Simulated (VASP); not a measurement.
# Ir (Pm-3n) in VASP: notebook, part 2 of 2

VASP 6.6.1. Earlier steps stand in the parts before.

## 4. Relaxation of cell and atoms, BLYP

This run uses another cell than the first one, of 14.15 Å³/atom.

File INCAR:

```
SYSTEM = Ir
AGGAC = 1.0 ; AGGAX = 1.0
ALDAC = 0.0 ; ALDAX = 1.0
ALGO = Normal ; EDIFF = 1E-7
EDIFFG = -0.01 ; ENCUT = 600
GGA = B5 ; IBRION = 2
ISIF = 3 ; ISMEAR = -1
LASPH = .TRUE. ; LCHARG = .FALSE.
LREAL = .FALSE. ; LWAVE = .FALSE.
NELM = 80 ; NSW = 80
PREC = Accurate ; SIGMA = 0.1
```

File KPOINTS:

```
k-points
0
G
  5 5 5
  0 0 0
```

File POSCAR:

```
Ir
1.0
    4.8373408790      0.0000000000      0.0000000000
    0.0000000000      4.8373408790      0.0000000000
    0.0000000000      0.0000000000      4.8373408790
Ir
8
Direct
    0.0000000000      0.0000000000      0.0000000000
    0.5000000000      0.5000000000      0.5000000000
    0.2500000000      0.0000000000      0.5000000000
    0.7500000000      0.0000000000      0.5000000000
    0.5000000000      0.2500000000      0.0000000000
    0.5000000000      0.7500000000      0.0000000000
    0.0000000000      0.5000000000      0.2500000000
    0.0000000000      0.5000000000      0.7500000000
```

Potentials or basis: VASP PAW PBE potentials, release 64 (Ir).

Launch:

```sh
> cat potpaw_PBE.64/Ir/POTCAR > POTCAR
> mpirun -np 1 vasp_std > vasp.out
```

OUTCAR:

```text
SYSTEM = Ir
   EDIFF = 1E-7
   EDIFFG = -0.01
   ENCUT = 600
   GGA = B5
   IBRION = 2
   ISIF = 3
   ISMEAR = -1
   LASPH = .TRUE.
   LREAL = .FALSE.
   NELM = 80
   NSW = 80
   PREC = Accurate

 ion  position               nearest neighbor table
   1  0.000  0.000  0.000-   3 2.70   4 2.70   5 2.70   6 2.70   7 2.70   8 2.70   3 2.70   4 2.70
                             7 2.70   8 2.70   5 2.70   6 2.70
   2  0.500  0.500  0.500-   3 2.70   4 2.70   5 2.70   6 2.70   7 2.70   8 2.70   5 2.70   6 2.70
                             3 2.70   4 2.70   7 2.70   8 2.70
   3  0.250  0.000  0.500-   4 2.42   4 2.42   1 2.70   1 2.70   2 2.70   2 2.70   8 2.96   5 2.96
                             5 2.96   6 2.96   6 2.96   7 2.96   8 2.96   7 2.96
   4  0.750  0.000  0.500-   3 2.42   3 2.42   1 2.70   1 2.70   2 2.70   2 2.70   8 2.96   5 2.96
                             5 2.96   6 2.96   6 2.96   7 2.96   8 2.96   7 2.96
   5  0.500  0.250  0.000-   6 2.42   6 2.42   1 2.70   2 2.70   2 2.70   1 2.70   8 2.96   4 2.96
                             3 2.96   4 2.96   3 2.96   7 2.96   7 2.96   8 2.96
   6  0.500  0.750  0.000-   5 2.42   5 2.42   1 2.70   2 2.70   2 2.70   1 2.70   8 2.96   4 2.96
[... 187 lines left out ...]
  free energy    TOTEN  =       -54.34728679 eV

  energy without entropy =      -53.97280642  energy(sigma->0) =      -54.16004661

 E-fermi :  11.0846     XC(G=0): -13.2499

 val. band max:       11.0595423509   @ k =   0.4000   0.2000   0.2000
 cond. band min:      11.0861710948   @ k =   0.4000   0.4000   0.0000
 fundamental gap:      0.0266287439
 Fermi energy:        11.0845617180
[... 1092 lines left out ...]
--------------------------------------- Ionic step        5  -------------------------------------------

 number of electron      72.0000011 magnetization

 Free energy of the ion-electron system (eV)
  ---------------------------------------------------
  ext. energy  EPLUGINS =         0.00000000
  ---------------------------------------------------
  free energy    TOTEN  =       -56.22952010 eV

  energy without entropy =      -55.77482605  energy(sigma->0) =      -56.00217307

 E-fermi :   8.9856     XC(G=0): -12.5275

 val. band max:        8.9853581893   @ k =   0.4000   0.4000   0.0000
 cond. band min:       8.9913349729   @ k =   0.2000   0.2000   0.2000
 fundamental gap:      0.0059767835
 Fermi energy:         8.9855932429
[... 493 lines left out ...]
  FREE ENERGIE OF THE ION-ELECTRON SYSTEM (eV)
  ---------------------------------------------------
  free  energy   TOTEN  =       -56.2295200961 eV

  energy  without entropy=      -55.7748260509  energy(sigma->0) =      -56.00217307

 reached required accuracy - stopping structural energy minimisation
```

OSZICAR:

```text
N       E                     dE             d eps       ncg     rms          rms(c)
DAV:   1     0.925916196710E+03    0.92592E+03   -0.35177E+04   860   0.189E+03
DAV:   2     0.147690287267E+02   -0.91115E+03   -0.89024E+03   860   0.544E+02
DAV:   3    -0.520594611399E+02   -0.66828E+02   -0.62059E+02  1162   0.148E+02
[... 60 lines left out ...]
DAV:   2    -0.562304299524E+02    0.90214E-02   -0.23792E-02   893   0.112E+00    0.275E-01
DAV:   3    -0.562295264901E+02    0.90346E-03   -0.59752E-03  1223   0.523E-01    0.114E-01
DAV:   4    -0.562295534500E+02   -0.26960E-04   -0.57850E-04  1328   0.219E-01    0.981E-02
DAV:   5    -0.562295246326E+02    0.28817E-04   -0.26126E-04  1245   0.144E-01    0.201E-02
DAV:   6    -0.562295200514E+02    0.45811E-05   -0.35617E-05  1213   0.406E-02    0.389E-03
DAV:   7    -0.562295200961E+02   -0.44656E-07   -0.89238E-07  1075   0.452E-03
   5 F= -.56229520E+02 E0= -.56002173E+02  d E =-.188223E+01
```

CONTCAR:

```text
Ir
   1.00000000000000
     5.0454959249543041   -0.0000000000000000    0.0000000000000000
     0.0000000000000000    5.0454959249543041    0.0000000000000000
     0.0000000000000000    0.0000000000000000    5.0454959249543041
  Ir
     8
Direct
     0.0000000000000000    0.0000000000000000    0.0000000000000000
     0.5000000000000000    0.5000000000000000    0.5000000000000000
     0.2500000000000000    0.0000000000000000    0.5000000000000000
     0.7500000000000000    0.0000000000000000    0.5000000000000000
     0.5000000000000000    0.2500000000000000    0.0000000000000000
     0.5000000000000000    0.7500000000000000    0.0000000000000000
     0.0000000000000000    0.5000000000000000    0.2500000000000000
     0.0000000000000000    0.5000000000000000    0.7500000000000000

  0.00000000E+00  0.00000000E+00  0.00000000E+00
  0.00000000E+00  0.00000000E+00  0.00000000E+00
  0.00000000E+00  0.00000000E+00  0.00000000E+00
  0.00000000E+00  0.00000000E+00  0.00000000E+00
  0.00000000E+00  0.00000000E+00  0.00000000E+00
  0.00000000E+00  0.00000000E+00  0.00000000E+00
  0.00000000E+00  0.00000000E+00  0.00000000E+00
  0.00000000E+00  0.00000000E+00  0.00000000E+00
```

Run time: 14 min. Hardware: 1 thread of Intel Xeon 8259CL, shared host; peak memory 0.27 GiB.

Results:

* Free energy: -56.2295 eV
* Relaxed volume: 16.06 Å³/atom
* Relaxed cell: a = 5.045 Å, b = 5.045 Å, c = 5.045 Å, α = 90.00°, β = 90.00°, γ = 90.00°
* Space group after relaxing (to 0.1 Å): Pm-3n (No. 223)
* Pressure after relaxing: 0.0 GPa
* Band gap on the k mesh: zero (bands 36 and 37 overlap by 0.44 eV)

Final structure:
```
CELL_PARAMETERS angstrom
5.04550 0.00000 0.00000
0.00000 5.04550 0.00000
0.00000 0.00000 5.04550
ATOMIC_POSITIONS crystal
Ir 0.00000 0.00000 0.00000
Ir 0.50000 0.50000 0.50000
Ir 0.25000 0.00000 0.50000
Ir 0.75000 0.00000 0.50000
Ir 0.50000 0.25000 0.00000
Ir 0.50000 0.75000 0.00000
Ir 0.00000 0.50000 0.25000
Ir 0.00000 0.50000 0.75000
```

Caveat: the PAW data sets were made with another functional, which shifts forces and pressure a little; spin-orbit coupling is left out, which moves the levels of the heavy elements.

## 5. The runs side by side

| task | cell | k mesh | cutoff (eV) | gap on the mesh (eV) | pressure (GPa) |
| --- | --- | --- | --- | --- | --- |
| single point | a = 5.032 Å, 8 atoms | 5 × 5 × 5 | 520 | none | 2.0 |
| single point | a = 5.032 Å, 8 atoms | 7 × 7 × 7 | 520 | none | 2.1 |
| relaxation of cell and atoms | relaxed from a = 4.837 Å, 8 atoms | 5 × 5 × 5 | 600 | none | 0.0 |

Alike in all rows: level BLYP; potentials or basis VASP PAW PBE potentials, release 64 (Ir); no spin polarisation; smearing fermi-dirac 0.1 eV.

Caveats: the PAW data sets were made with another functional, which shifts forces and pressure a little; spin-orbit coupling is left out, which moves the levels of the heavy elements.

Total energies depend on the potentials used, so only differences within one code and one set of settings carry meaning.
